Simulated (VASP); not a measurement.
# AlNi (Pm-3m) in VASP: notebook

The runs below take AlNi through single point, with LDA.

Everything below comes from runs of VASP 6.6.1. Logs are shortened: lines on timing, memory, paths and dates and some standing lists are left out, and cuts for length are marked.

## (1) The cell of the first run

Symmetry: Pm-3m, No. 221, cubic system. Conventional cell: a = 2.881 Å, b = 2.881 Å, c = 2.881 Å, α = 90.00°, β = 90.00°, γ = 90.00°. Al (site symmetry m-3m) has 8 Ni at 2.50 Å and 6 Al at 2.88 Å within 3.3 Å. Within 3.3 Å of Ni (site symmetry m-3m) lie 8 Al at 2.50 Å and 6 Ni at 2.88 Å.

## (2) Single point, LDA, collinear spin, ferromagnetic start

Input file INCAR:

```
PREC = Accurate ; ENCUT = 520
EDIFF = 1E-6 ; ISMEAR = -1
SIGMA = 0.1 ; LREAL = F
LASPH = T ; NELM = 150
ALGO = Normal ; ISIF = 2
LWAVE = F ; LCHARG = F
ISPIN = 2 ; MAGMOM = 0 2
LORBIT = 11 ; LMAXMIX = 4
NBANDS = 18
```

Input file KPOINTS:

```
Automatic mesh
0
Gamma
  10 10 10
```

Input file POSCAR:

```
AlNi
1.0
    2.8810000000      0.0000000000      0.0000000000
    0.0000000000      2.8810000000      0.0000000000
    0.0000000000      0.0000000000      2.8810000000
Al Ni
1 1
Direct
    0.0000000000      0.0000000000      0.0000000000
    0.5000000000      0.5000000000      0.5000000000
```

Potentials or basis: VASP PAW LDA potentials, release 64 (Al, Ni).

Command:

```
$ cat potpaw_LDA.64/Al/POTCAR potpaw_LDA.64/Ni/POTCAR > POTCAR
$ mpirun -np 1 vasp_std > vasp.out
```

OUTCAR:

```text
PREC = Accurate
   ENCUT = 520
   EDIFF = 1E-6
   ISMEAR = -1
   LREAL = F
   LASPH = T
   NELM = 150
   ISIF = 2
   ISPIN = 2
   LORBIT = 11

 ion  position               nearest neighbor table
   1  0.000  0.000  0.000-   2 2.50   2 2.50   2 2.50   2 2.50   2 2.50   2 2.50   2 2.50   2 2.50

   2  0.500  0.500  0.500-   1 2.50   1 2.50   1 2.50   1 2.50   1 2.50   1 2.50   1 2.50   1 2.50

  LATTYP: Found a simple cubic cell.
 ALAT       =     2.8810000000

  Lattice vectors:

 A1 = (   2.8810000000,   0.0000000000,   0.0000000000)
 A2 = (   0.0000000000,   2.8810000000,   0.0000000000)
 A3 = (   0.0000000000,   0.0000000000,   2.8810000000)

Analysis of symmetry for initial positions (statically):
=====================================================================
 Subroutine PRICEL returns:
 Original cell was already a primitive cell.

 Routine SETGRP: Setting up the symmetry group for a
 simple cubic supercell.

 Subroutine GETGRP returns: Found 48 space group operations
 (whereof 48 operations were pure point group operations)
 out of a pool of 48 trial point group operations.

The static configuration has the point symmetry O_h .

Analysis of symmetry for dynamics (positions and initial velocities):
=====================================================================
 Subroutine PRICEL returns:
 Original cell was already a primitive cell.

 Routine SETGRP: Setting up the symmetry group for a
 simple cubic supercell.

 Subroutine GETGRP returns: Found 48 space group operations
 (whereof 48 operations were pure point group operations)
 out of a pool of 48 trial point group operations.

The dynamic configuration has the point symmetry O_h .

Analysis of structural, dynamic, and magnetic symmetry:
=====================================================================
 Subroutine PRICEL returns:
 Original cell was already a primitive cell.

 Routine SETGRP: Setting up the symmetry group for a
 simple cubic supercell.

 Subroutine GETGRP returns: Found 48 space group operations
 (whereof 48 operations were pure point group operations)
 out of a pool of 48 trial point group operations.

The overall configuration has the point symmetry O_h .

 Subroutine INISYM returns: Found 48 space group operations
 (whereof 48 operations are pure point group operations),
 and found     1 'primitive' translations

[... 109 lines left out ...]
   ISMEAR =    -1;   SIGMA  =   0.10  broadening in eV -4-tet -1-fermi 0-gaus
   EFERMI_NEDOS =   21; number of points for ismear=-14 and -15
   IALGO  =     38    algorithm
   IMIX   =      4    mixing-type and parameters
     AMIX     =   0.40;   BMIX     =  1.00
     AMIX_MAG =   1.60;   BMIX_MAG =  1.00
  volume/ion in A,a.u.               =      11.96        80.69
  Fermi-wavevector in a.u.,A,eV,Ry     =   1.336122  2.524904 24.289410  1.785221
  Thomas-Fermi vector in A             =   2.464773
   LORBIT       =     11    0 simple, 1 ext, 2 COOP (PROOUT), +10 PAW based schemes
   GGA     = CA    functional components
   LHFCALC =     F    Hartree Fock is set to
   AEXX    =    0.0000 exact exchange contribution
   IVDW    =     0    specifies the selected vdW correction
   LEPSILON=     F    determine dielectric tensor
   LRPA    =     F    only Hartree local field effects (RPA)
 spin polarized calculation
  energy-cutoff  :      520.00
  volume of cell :       23.91
 maximum number of plane-waves:       661
 NGX is ok and might be reduce to    24
   NGX = 11   NGY = 11   NGZ = 11

 number of electron      13.0000015 magnetization      -0.0007392

 number of electron      13.0000015 magnetization       0.0003090

 Free energy of the ion-electron system (eV)
  ---------------------------------------------------
  ext. energy  EPLUGINS =         0.00000000
  ---------------------------------------------------
  free energy    TOTEN  =       -12.18160499 eV

  energy without entropy =      -12.15750123  energy(sigma->0) =      -12.16955311

 E-fermi :   9.7692     XC(G=0): -12.3005

 val. band max:        9.7546167173   @ k =   0.4000   0.4000   0.2000
 cond. band min:       9.8405654092   @ k =   0.4000   0.3000   0.2000
 fundamental gap:      0.0859486920
 Fermi energy:         9.7691752181

 spin component 1

 k-point     1 :       0.0000    0.0000    0.0000
  band No.  band energies     occupation
      1      -1.3333      1.00000
      2       6.5053      1.00000
      3       6.5053      1.00000
      4       8.1857      1.00000
      5       8.1857      1.00000
      6       8.1857      1.00000
[... 493 lines left out ...]
     17      30.6860      0.00000
     18      34.9436      0.00000

 [... further k-points ...]

 spin component 2

 k-point     1 :       0.0000    0.0000    0.0000
  band No.  band energies     occupation
      1      -1.3333      1.00000
      2       6.5054      1.00000
      3       6.5054      1.00000
      4       8.1858      1.00000
      5       8.1858      1.00000
      6       8.1858      1.00000
[... 493 lines left out ...]
     17      30.6859      0.00000
     18      34.9436      0.00000

 [... further k-points ...]
[... 5 lines left out ...]
  --------------------------------------------------------------------------------------
  -------------------------------------------------------------------------------------
  Total       -1.2288006     -1.2288006     -1.2288006      0.0000000      0.0000000     -0.0000000
  in kB      -82.3307791    -82.3307791    -82.3307791      0.0000000      0.0000000     -0.0000000
  external PRESSURE =     -82.3307791 kB  Pullay stress =       0.0000000 kB

 VOLUME and BASIS-vectors are now :
 -----------------------------------------------------------------------------
  energy-cutoff  :      520.00
  volume of cell :       23.91
      direct lattice vectors                 reciprocal lattice vectors
     2.881000000  0.000000000  0.000000000     0.347101701  0.000000000  0.000000000
     0.000000000  2.881000000  0.000000000     0.000000000  0.347101701  0.000000000
     0.000000000  0.000000000  2.881000000     0.000000000  0.000000000  0.347101701

 POSITION                                       TOTAL-FORCE (eV/Angst)
 -----------------------------------------------------------------------------------
      0.00000      0.00000      0.00000         0.000000      0.000000      0.000000
      1.44050      1.44050      1.44050         0.000000      0.000000      0.000000
 -----------------------------------------------------------------------------------
    total drift:                                0.000000      0.000000     -0.000000

  FREE ENERGIE OF THE ION-ELECTRON SYSTEM (eV)
  ---------------------------------------------------
  free  energy   TOTEN  =       -12.1816049935 eV

  energy  without entropy=      -12.1575012327  energy(sigma->0) =      -12.16955311

 total charge

# of ion       s       p       d       tot
------------------------------------------
    1        0.389   0.418   0.000   0.807
    2        0.481   0.516   8.495   9.492
--------------------------------------------------
tot          0.870   0.934   8.495  10.299

 magnetization (x)

# of ion       s       p       d       tot
------------------------------------------
    1       -0.000  -0.000   0.000  -0.000
    2       -0.000  -0.000   0.000   0.000
--------------------------------------------------
tot         -0.000  -0.000   0.000   0.000
```

OSZICAR:

```text
N       E                     dE             d eps       ncg     rms          rms(c)
DAV:   1     0.446763595913E+02    0.44676E+02   -0.50650E+03  4154   0.760E+02
DAV:   2    -0.105573348248E+02   -0.55234E+02   -0.48222E+02  4322   0.164E+02
DAV:   3    -0.132638612514E+02   -0.27065E+01   -0.26430E+01  4846   0.371E+01
DAV:   4    -0.132966556035E+02   -0.32794E-01   -0.32765E-01  4702   0.362E+00
DAV:   5    -0.132972302263E+02   -0.57462E-03   -0.57460E-03  4768   0.524E-01    0.141E+01
DAV:   6    -0.159360309445E+02   -0.26388E+01   -0.43170E+01  4636   0.784E+01    0.171E+01
DAV:   7    -0.122147045982E+02    0.37213E+01   -0.13024E+01  4642   0.463E+01    0.185E+00
DAV:   8    -0.121973406114E+02    0.17364E-01   -0.37160E-01  5214   0.580E+00    0.112E+00
DAV:   9    -0.121821701623E+02    0.15170E-01   -0.39711E-02  5228   0.203E+00    0.593E-01
DAV:  10    -0.121819500343E+02    0.22013E-03   -0.12915E-03  5776   0.355E-01    0.191E-01
DAV:  11    -0.121815883958E+02    0.36164E-03   -0.48815E-04  4896   0.189E-01    0.851E-02
DAV:  12    -0.121816101478E+02   -0.21752E-04   -0.88930E-05  5782   0.913E-02    0.438E-02
DAV:  13    -0.121816058985E+02    0.42493E-05   -0.16316E-05  5252   0.492E-02    0.138E-02
DAV:  14    -0.121816049935E+02    0.90501E-06   -0.62310E-07  2566   0.742E-03
   1 F= -.12181605E+02 E0= -.12169553E+02  d E =-.241038E-01  mag=     0.0001
```

stdout:

```text
POSCAR found type information on POSCAR AlNi
 POSCAR found :  2 types and       2 ions
 scaLAPACK will be used
 LDA part: xc-table for (Slater(with rela. corr.)+CA(PZ))
 , standard interpolation
 POSCAR, INCAR and KPOINTS ok, starting setup
 FFT: planning ... GRIDC
 FFT: planning ... GRID_SOFT
 FFT: planning ... GRID
 WAVECAR not read
 entering main loop
```

Wall time 74 s (1 thread of AMD EPYC 7R43 (Zen 3), shared host); peak memory 0.12 GiB.

Results:

```
Free energy                                           : -12.1816 eV
Pressure                                              : -8.2 GPa
Net moment                                            : 0.00 μB per cell
Valence electrons inside the program's atomic spheres : Al 0.81; Ni 9.49
```

Levels at points of the mesh, in eV from the Fermi level:
Spin up:
| k point | band 2 | band 3 | band 4 | band 5 | band 6 | band 7 | band 8 | band 9 | band 10 | band 11 |
| --- | --- | --- | --- | --- | --- | --- | --- | --- | --- | --- |
| (0.00, 0.00, 0.00) | -3.26 | -3.26 | -1.58 | -1.58 | -1.58 | 5.45 | 5.45 | 5.45 | 8.20 | 8.20 |
| (0.50, 0.00, 0.00) | -6.76 | -2.80 | -2.29 | -2.29 | -1.49 | -0.68 | 8.35 | 9.97 | 9.97 | 10.80 |
| (0.50, 0.50, 0.00) | -3.40 | -2.84 | -2.84 | -2.12 | -2.12 | -1.06 | 1.44 | 2.45 | 12.11 | 15.13 |
| (0.50, 0.50, 0.50) | -4.12 | -4.12 | -1.03 | -1.03 | 2.02 | 2.02 | 2.02 | 3.58 | 4.47 | 4.47 |
Spin down:
```
           k point  band 4  band 5  band 6  band 7  band 8  band 9
(0.00, 0.00, 0.00)   -1.58   -1.58   -1.58    5.45    5.45    5.45
(0.50, 0.00, 0.00)   -2.29   -2.29   -1.49   -0.68    8.35    9.97
(0.50, 0.50, 0.00)   -2.85   -2.12   -2.12   -1.06    1.44    2.45
(0.50, 0.50, 0.50)   -1.03   -1.03    2.02    2.02    2.02    3.58
```

Caveat: the starting moments collapsed, and a magnetic state may lie lower.

## (3) Single point, LDA, collinear spin, ferromagnetic start

Input file INCAR:

```
PREC = Accurate
ENCUT = 520
EDIFF = 1E-6
ISMEAR = -1
SIGMA = 0.1
LREAL = F
LASPH = T
NELM = 150
ALGO = Normal
ISIF = 2
LWAVE = F
LCHARG = F
ISPIN = 2
MAGMOM = 0 2
LORBIT = 11
LMAXMIX = 4
GGA = CA
NBANDS = 18
```

KPOINTS is that of step 2.

POSCAR is that of step 2.

Potentials or basis: VASP PAW LDA potentials, release 64 (Al, Ni).

Command:

```
$ cat potpaw_LDA.64/Al/POTCAR potpaw_LDA.64/Ni/POTCAR > POTCAR
$ mpirun -np 1 vasp_std > vasp.out
```

It took 70 s on 1 thread of AMD EPYC 7R43 (Zen 3), shared host; peak memory 0.12 GiB.

It converged, with:

- Free energy: -12.1816 eV
- Pressure: -8.2 GPa
- Net moment: 0.00 μB per cell
- Valence electrons inside the program's atomic spheres: Al 0.81; Ni 9.49

Levels at points of the mesh, in eV from the Fermi level:
Spin up:
```tsv
k point	band 3	band 4	band 5	band 6	band 7	band 8	band 9	band 10
(0.00, 0.00, 0.00)	-3.26	-1.58	-1.58	-1.58	5.45	5.45	5.45	8.20
(0.50, 0.00, 0.00)	-2.80	-2.29	-2.29	-1.49	-0.68	8.35	9.97	9.97
(0.50, 0.50, 0.00)	-2.84	-2.84	-2.12	-2.12	-1.06	1.44	2.45	12.11
(0.50, 0.50, 0.50)	-4.12	-1.03	-1.03	2.02	2.02	2.02	3.58	4.47
```
Spin down:
| k point | band 4 | band 5 | band 6 | band 7 | band 8 | band 9 |
| --- | --- | --- | --- | --- | --- | --- |
| (0.00, 0.00, 0.00) | -1.58 | -1.58 | -1.58 | 5.45 | 5.45 | 5.45 |
| (0.50, 0.00, 0.00) | -2.29 | -2.29 | -1.49 | -0.68 | 8.35 | 9.97 |
| (0.50, 0.50, 0.00) | -2.85 | -2.12 | -2.12 | -1.06 | 1.44 | 2.45 |
| (0.50, 0.50, 0.50) | -1.03 | -1.03 | 2.02 | 2.02 | 2.02 | 3.58 |

Caveat: the starting moments collapsed, and a magnetic state may lie lower.
